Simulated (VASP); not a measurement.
# Al4Ni in VASP: notebook

Runs on Al4Ni. Level: PBE. Tasks: single point.

Program: VASP 6.6.1. These are calculated values, not measurements. Logs are shortened: lines on timing, memory, paths and dates and some standing lists are left out, and cuts for length are marked.

## 1. The cell of the first run

The typed cell holds 10 atoms: a = 2.604 Å, b = 5.683 Å, c = 11.064 Å, α = 90.00°, β = 90.00°, γ = 103.24°.

## 2. Single point, PBE

The input, INCAR:

```
ALGO = Fast ; EDIFF = 1E-6
ENCUT = 520 ; GGA = PE
ISIF = 2 ; ISMEAR = 0
LASPH = True ; LCHARG = False
LREAL = False ; LWAVE = False
NBANDS = 33 ; NELM = 100
PREC = Accurate ; SIGMA = 0.2
```

The input, KPOINTS:

```
k-points
0
Gamma
  8 8 2
```

The input, POSCAR:

```
Al4Ni
1.0
    0.0000000000      0.0000000000      2.6039590853
    3.9116219789     -3.9116219789     -1.3019795426
    7.8232439578      7.8232439578      0.0000000000
Al Ni
8 2
Direct
    0.3636085513      0.7272171027      0.3631244049
    0.8636085513      0.7272171027      0.8631244049
    0.1363914487      0.2727828973      0.1368755951
    0.6363914487      0.2727828973      0.6368755951
    0.8631244049      0.7262488098      0.1363914487
    0.3631244049      0.7262488098      0.6363914487
    0.6368755951      0.2737511902      0.3636085513
    0.1368755951      0.2737511902      0.8636085513
    0.5000000000      0.0000000000      0.0000000000
    1.0000000000      1.0000000000      0.5000000000
```

Potentials or basis: VASP PAW PBE potentials, release 64 (Al, Ni).

Command:

```bash
cat potpaw_PBE.64/Al/POTCAR potpaw_PBE.64/Ni/POTCAR > POTCAR
mpirun -np 1 vasp_std > vasp.out
```

OUTCAR:

```text
EDIFF = 1E-6
   ENCUT = 520
   GGA = PE
   ISIF = 2
   ISMEAR = 0
   LASPH = True
   LREAL = False
   NELM = 100
   PREC = Accurate

 ion  position               nearest neighbor table
   1  0.364  0.727  0.363-  10 2.50  10 2.50   5 2.83   5 2.83   7 2.83   7 2.83   7 3.02   6 3.02

   2  0.864  0.727  0.863-   9 2.50   9 2.50   6 2.83   6 2.83   8 2.83   8 2.83   8 3.02   5 3.02

   3  0.136  0.273  0.137-   9 2.50   9 2.50   7 2.83   7 2.83   5 2.83   5 2.83   5 3.02   8 3.02

   4  0.636  0.273  0.637-  10 2.50  10 2.50   8 2.83   8 2.83   6 2.83   6 2.83   6 3.02   7 3.02

   5  0.863  0.726  0.136-   9 2.50   9 2.50   1 2.83   1 2.83   3 2.83   3 2.83   3 3.02   2 3.02

   6  0.363  0.726  0.636-  10 2.50  10 2.50   2 2.83   2 2.83   4 2.83   4 2.83   4 3.02   1 3.02

   7  0.637  0.274  0.364-  10 2.50  10 2.50   3 2.83   3 2.83   1 2.83   1 2.83   1 3.02   4 3.02

   8  0.137  0.274  0.864-   9 2.50   9 2.50   4 2.83   4 2.83   2 2.83   2 2.83   2 3.02   3 3.02

   9  0.500  0.000  0.000-   2 2.50   3 2.50   3 2.50   2 2.50   8 2.50   5 2.50   8 2.50   5 2.50

  10  0.000  0.000  0.500-   1 2.50   4 2.50   4 2.50   1 2.50   7 2.50   6 2.50   7 2.50   6 2.50

  LATTYP: Found a base centered orthorhombic cell.
 ALAT       =     2.6039590853
 B/A-ratio  =     4.2488139577
 C/A-ratio  =     4.2488139577

  Lattice vectors:

 A1 = (  -3.9116219789,   3.9116219789,   1.3019795426)
 A2 = (   3.9116219789,  -3.9116219789,   1.3019795427)
 A3 = (   7.8232439578,   7.8232439578,   0.0000000000)

Analysis of symmetry for initial positions (statically):
=====================================================================
 Subroutine PRICEL returns following result:

  LATTYP: Found a body centered tetragonal cell.
 ALAT       =     7.8232439578
 C/A-ratio  =     0.3328490201

  Lattice vectors:

 A1 = (  -3.9116219789,   3.9116219789,  -1.3019795427)
 A2 = (   3.9116219789,  -3.9116219789,  -1.3019795426)
 A3 = (  -3.9116219789,  -3.9116219789,   1.3019795427)

   2 primitive cells build up your supercell.

 Routine SETGRP: Setting up the symmetry group for a
 base centered orthorhombic supercell.

 Subroutine GETGRP returns: Found  4 space group operations
 (whereof  4 operations were pure point group operations)
 out of a pool of  8 trial point group operations.

The static configuration has the point symmetry C_2h.

Analysis of symmetry for dynamics (positions and initial velocities):
=====================================================================
 Subroutine PRICEL returns following result:

  LATTYP: Found a body centered tetragonal cell.
 ALAT       =     7.8232439578
 C/A-ratio  =     0.3328490201

  Lattice vectors:

 A1 = (  -3.9116219789,   3.9116219789,  -1.3019795427)
 A2 = (   3.9116219789,  -3.9116219789,  -1.3019795426)
 A3 = (  -3.9116219789,  -3.9116219789,   1.3019795427)

   2 primitive cells build up your supercell.

 Routine SETGRP: Setting up the symmetry group for a
 base centered orthorhombic supercell.

 Subroutine GETGRP returns: Found  4 space group operations
 (whereof  4 operations were pure point group operations)
 out of a pool of  8 trial point group operations.

The dynamic configuration has the point symmetry C_2h.

 Subroutine INISYM returns: Found  4 space group operations
 (whereof  4 operations are pure point group operations),
 and found     2 'primitive' translations

----------------------------------------------------------------------------------------

                                     Primitive cell

  volume of cell :      79.6852

  direct lattice vectors                    reciprocal lattice vectors
    -3.911621979  3.911621979 -1.301979543    -0.127824213 -0.000000000 -0.384030612
     3.911621979 -3.911621979 -1.301979543     0.000000000 -0.127824213 -0.384030612
    -3.911621979 -3.911621979  1.301979543    -0.127824213 -0.127824213  0.000000000

  length of vectors
     5.683020653  5.683020653  5.683020653     0.404745031  0.404745031  0.180770735

  position of ions in fractional coordinates (direct lattice)
     0.273267044  0.000484147  0.273751190
     0.726732956  0.999515853  0.726248810
     0.000484146  0.726732956  0.727217103
     0.999515854  0.273267044  0.272782897
     0.500000000  0.500000000  0.000000000

  ion indices of the primitive-cell ions
   primitive index   ion index
                 1           1
                 2           3
                 3           6
                 4           7
                 5           9

----------------------------------------------------------------------------------------

 KPOINTS: k-points

Automatic generation of k-mesh.
 Grid dimensions read from file:
 generate k-points for:    8    8    2

 Generating k-lattice:

  Cartesian coordinates                     Fractional coordinates (reciprocal lattice)
     0.007989013 -0.007989013  0.048003826     0.125000000  0.000000000  0.000000000
     0.015978027 -0.015978027  0.000000000     0.000000000  0.125000000  0.000000000
     0.031956053  0.031956053  0.000000000     0.000000000  0.000000000  0.500000000

  Length of vectors
     0.049315474  0.022596342  0.045192684

  Shift w.r.t. Gamma in fractional coordinates (k-lattice)
     0.000000000  0.000000000  0.000000000

 Subroutine IBZKPT returns following result:
 ===========================================

 Found     42 irreducible k-points:

 Following reciprocal coordinates:
            Coordinates               Weight
  0.000000  0.000000  0.000000      1.000000
  0.125000  0.000000  0.000000      4.000000
  0.250000  0.000000  0.000000      4.000000
  0.375000  0.000000  0.000000      4.000000
  0.500000  0.000000  0.000000      2.000000
  0.000000  0.125000  0.000000      2.000000
[... 16 lines left out ...]
  0.125000  0.000000  0.500000      4.000000
  0.250000  0.000000  0.500000      4.000000
 [... further k-points ...]
   k-points           NKPTS =     42   k-points in BZ     NKDIM =     42   number of bands    NBANDS=     33
   number of dos      NEDOS =    301   number of ions     NIONS =     10
   total plane-waves  NPLWV =  70560
   dimension x,y,z NGX =    20 NGY =   42 NGZ =   84
   dimension x,y,z NGXF=    40 NGYF=   84 NGZF=  168
   ions per type =               8   2
   NGX,Y,Z   is equivalent  to a cutoff of  12.77, 12.29, 12.62 a.u.
   NGXF,Y,Z  is equivalent  to a cutoff of  25.54, 24.57, 25.24 a.u.
 SYSTEM =  unknown system
   PREC   = accura    normal or accurate (medium, high low for compatibility)
   ISTART =      0    job   : 0-new  1-cont  2-samecut
   ICHARG =      2    charge: 1-file 2-atom 10-const
   ISPIN  =      1    spin polarized calculation?
   LNONCOLLINEAR =      F non collinear calculations
   LSORBIT =      F    spin-orbit coupling
   LASPH  =      T    aspherical Exc in radial PAW
   ENCUT  =  520.0 eV  38.22 Ry    6.18 a.u.   4.84 10.57 20.57*2*pi/ulx,y,z
   NELM   =    100;   NELMIN=  2; NELMDL= -5     # of ELM steps
   EDIFF  = 0.1E-05   stopping-criterion for ELM
   LREAL  =      F    real-space projection
   EDIFFG = 0.1E-04   stopping-criterion for IOM
   NSW    =      0    number of steps for IOM
   IBRION =     -1    ionic relax: 0-MD 1-quasi-New 2-CG
   NFREE  =      0    steps in history (QN), initial steepest desc. (CG)
   ISIF   =      2    stress and relaxation
   ISYM   =      2    0-nonsym 1-usesym 2-fastsym
   POTIM  = 0.5000    time-step for ionic-motion
   TEBEG  =    0.0;   TEEND  =   0.0 temperature during run
   PSTRESS=    0.0 pullay stress
   NELECT =      44.0000    total number of electrons
   NUPDOWN=      -1.0000    fix difference up-down
   EMIN   =  10.00;   EMAX   =-10.00  energy-range for DOS
   EFERMI =   0.00;   METHOD = LEGACY
   ISMEAR =     0;   SIGMA  =   0.20  broadening in eV -4-tet -1-fermi 0-gaus
   EFERMI_NEDOS =   21; number of points for ismear=-14 and -15
   IALGO  =     68    algorithm
   IMIX   =      4    mixing-type and parameters
     AMIX     =   0.40;   BMIX     =  1.00
     AMIX_MAG =   1.60;   BMIX_MAG =  1.00
  volume/ion in A,a.u.               =      15.94       107.55
  Fermi-wavevector in a.u.,A,eV,Ry     =   1.065998  2.014444 15.461006  1.136352
  Thomas-Fermi vector in A             =   2.201568
   LORBIT       =      0    0 simple, 1 ext, 2 COOP (PROOUT), +10 PAW based schemes
   GGA     = PE    functional components
   LHFCALC =     F    Hartree Fock is set to
   AEXX    =    0.0000 exact exchange contribution
   IVDW    =     0    specifies the selected vdW correction
   LEPSILON=     F    determine dielectric tensor
   LRPA    =     F    only Hartree local field effects (RPA)
 non-spin polarized calculation
 RMM-DIIS sequential band-by-band and
 Gauss-broadening in eV      SIGMA  =   0.20
  energy-cutoff  :      520.00
  volume of cell :      159.37
 maximum number of plane-waves:      4328
   NGX =  9   NGY = 21   NGZ = 41

 number of electron      43.9999982 magnetization

 Free energy of the ion-electron system (eV)
  ---------------------------------------------------
  ext. energy  EPLUGINS =         0.00000000
  ---------------------------------------------------
  free energy    TOTEN  =       -43.01150534 eV

  energy without entropy =      -42.93952721  energy(sigma->0) =      -42.97551628

 E-fermi :   7.7360     XC(G=0): -10.4011

 val. band max:        7.7233978565   @ k =   0.2500   0.2500   0.5000
 cond. band min:       7.7716395474   @ k =   0.1250   0.0000   0.0000
 fundamental gap:      0.0482416910
 Fermi energy:         7.7359689118

 k-point     1 :       0.0000    0.0000    0.0000
  band No.  band energies     occupation
      1      -2.9125      2.00000
      2      -1.8122      2.00000
      3      -1.6339      2.00000
      4       1.3593      2.00000
      5       1.3601      2.00000
      6       1.6892      2.00000
[... 25 lines left out ...]
     32      15.2914      0.00000
     33      15.3678      0.00000
[... 797 lines left out ...]
      3       1.0716      2.00000
      4       1.0717      2.00000
      5       2.1570      2.00000
      6       2.1572      2.00000
[... 25 lines left out ...]
     32      12.4370      0.00000
     33      12.7425      0.00000

 [... further k-points ...]

------------------------ aborting loop because EDIFF is reached ----------------------------------------

  FORCE on cell =-STRESS in cart. coord.  units (eV):
  Direction    XX          YY          ZZ          XY          YZ          ZX
  --------------------------------------------------------------------------------------
  -------------------------------------------------------------------------------------
  Total       -0.3583183     -0.3561262      1.4290864     -0.5289101     -0.0000000      0.0000000
  in kB       -3.6022315     -3.5801941     14.3668371     -5.3172186     -0.0000000      0.0000000
  external PRESSURE =       2.3948038 kB  Pullay stress =       0.0000000 kB

 VOLUME and BASIS-vectors are now :
 -----------------------------------------------------------------------------
  energy-cutoff  :      520.00
  volume of cell :      159.37
      direct lattice vectors                 reciprocal lattice vectors
     0.000000000  0.000000000  2.603959085     0.063912106 -0.063912106  0.384030612
     3.911621979 -3.911621979 -1.301979543     0.127824213 -0.127824213  0.000000000
     7.823243958  7.823243958  0.000000000     0.063912106  0.063912106  0.000000000

 POSITION                                       TOTAL-FORCE (eV/Angst)
 -----------------------------------------------------------------------------------
      5.68541     -0.00379     -0.00000        -0.008316      0.007169     -0.000000
      9.59703      3.90783      1.30198        -0.008316      0.007169     -0.000000
      2.13783      0.00379      0.00000         0.008316     -0.007169      0.000000
      6.04946      3.91541      1.30198         0.008316     -0.007169      0.000000
      3.90783     -1.77379      1.30198        -0.006223      0.008212     -0.000000
      7.81946      2.13783      0.00000        -0.006223      0.008212     -0.000000
      3.91541      1.77379      1.30198         0.006223     -0.008212      0.000000
      7.82703      5.68541      0.00000         0.006223     -0.008212      0.000000
      0.00000      0.00000      1.30198        -0.000000      0.000000     -0.000000
      3.91162      3.91162      0.00000        -0.000000      0.000000      0.000000
 -----------------------------------------------------------------------------------
    total drift:                               -0.000000     -0.000000     -0.000000

  FREE ENERGIE OF THE ION-ELECTRON SYSTEM (eV)
  ---------------------------------------------------
  free  energy   TOTEN  =       -43.0115053406 eV

  energy  without entropy=      -42.9395272143  energy(sigma->0) =      -42.97551628
```

It took 2.3 min on 1 thread of Intel Xeon 6975P-C (Granite Rapids), shared host; peak memory 0.36 GiB.

Results:

| Quantity | Value |
| --- | --- |
| Free energy | -43.0115 eV |
| Pressure | 0.2 GPa |
| Largest force | 0.011 eV/Å |
| Band gap on the k mesh | zero (bands 22 and 23 overlap by 3.02 eV) |

Forces in eV/Å, atoms in the order of the input:
```
Al  -0.008  0.007  0.000
Al  -0.008  0.007  0.000
Al   0.008 -0.007  0.000
Al   0.008 -0.007  0.000
Al  -0.006  0.008  0.000
Al  -0.006  0.008  0.000
Al   0.006 -0.008  0.000
Al   0.006 -0.008  0.000
Ni   0.000  0.000  0.000
Ni   0.000  0.000  0.000
```

Stress tensor (GPa, compression positive):
```
-0.36 -0.53  0.00
-0.53 -0.36  0.00
 0.00  0.00  1.44
```

Spin polarisation is off, so any magnetic state and its effect on volume and gap are missing.

(Part 1 of 2 ends here.)
